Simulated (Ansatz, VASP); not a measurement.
## C: VASP beside Ansatz

INCAR

```
PREC     = Accurate       # precision mode
ENCUT    = 600            # plane-wave cutoff, eV
EDIFF    = 1E-6           # SCF threshold, eV
ISMEAR   = 0              # smearing method
SIGMA    = 0.01           # smearing width, eV
LREAL    = F              # projectors in reciprocal space
LASPH    = T              # aspherical terms in the spheres
NELM     = 120            # most SCF steps
ALGO     = Normal         # electronic algorithm
ISIF     = 2              # what is computed and relaxed
LWAVE    = F              # write WAVECAR
LCHARG   = F              # write CHGCAR
GGA      = PS             # functional
NBANDS   = 11             # bands
GGA_COMPAT= F
```

KPOINTS

```
Automatic mesh
0
Gamma
  10 10 10
```

Contents of POSCAR:

```
C
1.0
    0.0000000000      1.7590642429      1.7590642429
    1.7590642429      0.0000000000      1.7590642429
    1.7590642429      1.7590642429      0.0000000000
C
2
Direct
    0.0000000000      0.0000000000      0.0000000000
    0.2500000000      0.2500000000      0.2500000000
```

Input for Ansatz:

```yaml
crystal:
  lattice:
    - [0.0, 1.7590642429, 1.7590642429]
    - [1.7590642429, 0.0, 1.7590642429]
    - [1.7590642429, 1.7590642429, 0.0]
  atoms:
    - { symbol: C, position: [0.0, 0.0, 0.0] }
    - { symbol: C, position: [0.25, 0.25, 0.25] }
basis:
  ecutwfc: 600.0
kpoints:
  mp_grid: { grid: [10, 10, 10] }
  band_path:
    path:
      - [0.0, 0.0, 0.0]
      - [0.0, 0.0, 0.0]
      - [0.0, 0.0, 0.0]
      - [0.0, 0.0, 0.0]
      - [0.0, 0.0, 0.0]
      - [0.0, 0.0, 0.0]
      - [0.0, 0.0, 0.0]
      - [0.0, 0.0, 0.0]
      - [0.0, 0.0, 0.0]
      - [0.0, 0.0, 0.0]
      - [0.0, 0.0, 0.0]
      - [0.0, 0.0, 0.0]
      - [0.0, 0.0, 0.0]
      - [0.0, 0.0, 0.0]
      - [0.0, 0.0, 0.0]
      - [0.0, 0.0, 0.0]
      - [0.0, 0.0, 0.0]
      - [0.0, 0.0, 0.0]
      - [0.0, 0.0, 0.0]
      - [0.0, 0.0, 0.0]
      - [0.0, 0.0, 0.0]
      - [0.0, 0.0, 0.0]
      - [0.0, 0.0, 0.0]
      - [0.0, 0.0, 0.0]
      - [0.0, 0.0, 0.0]
      - [0.0, 0.0, 0.0]
      - [0.3, 0.3, 0.0]
      - [0.3166666667, 0.3166666667, 0.0]
      - [0.3333333333, 0.3333333333, 0.0]
      - [0.35, 0.35, 0.0]
      - [0.3666666667, 0.3666666667, 0.0]
      - [0.3833333333, 0.3833333333, 0.0]
      - [0.4, 0.4, 0.0]
      - [0.4166666667, 0.4166666667, 0.0]
      - [0.4333333333, 0.4333333333, 0.0]
      - [0.45, 0.45, 0.0]
      - [0.4666666667, 0.4666666667, 0.0]
      - [0.4833333333, 0.4833333333, 0.0]
      - [0.5, 0.5, 0.0]
      - [0.5, 0.5, 0.5]
      - [0.5, 0.5, 0.5]
      - [0.5, 0.5, 0.5]
      - [0.5, 0.5, 0.5]
      - [0.5, 0.5, 0.5]
      - [0.5, 0.5, 0.5]
      - [0.5, 0.5, 0.5]
      - [0.5, 0.5, 0.5]
      - [0.5, 0.5, 0.5]
      - [0.5, 0.5, 0.5]
      - [0.5, 0.5, 0.5]
      - [0.5, 0.5, 0.5]
      - [0.5, 0.5, 0.5]
    npoints: 1
hamiltonian:
  xc: pbesol
  pseudopotentials: { kind: paw, azcp: { folder: soft_1 } }
scf:
  occupations: { method: fixed }
  n_extra_bands: 5
output:
  eigenvalues: true
```

Alike in both runs: task single point; functional PBEsol; k mesh 10 × 10 × 10; no spin polarisation.

```csv
,VASP,Ansatz
version,VASP 6.6.1,Ansatz 0.2.0
potentials or method,"VASP PAW PBE potentials, release 64 (C), cutoff 600 eV","scalar-relativistic, plane waves, PAW"
occupations,"gaussian, width 0.01 eV",fixed
valence electrons in the cell,8,8
```

Ansatz gave:

* gap on the k mesh at the Fermi level (eV): 4.14
* least direct gap on the mesh (eV): 5.65

Question: What did VASP give for the same quantities?

Answer: gap on the k mesh at the Fermi level (eV): 4.13; least direct gap on the mesh (eV): 5.65.

VASP's potentials were made for PBE, not for PBEsol, and Ansatz warns of the same on its side.
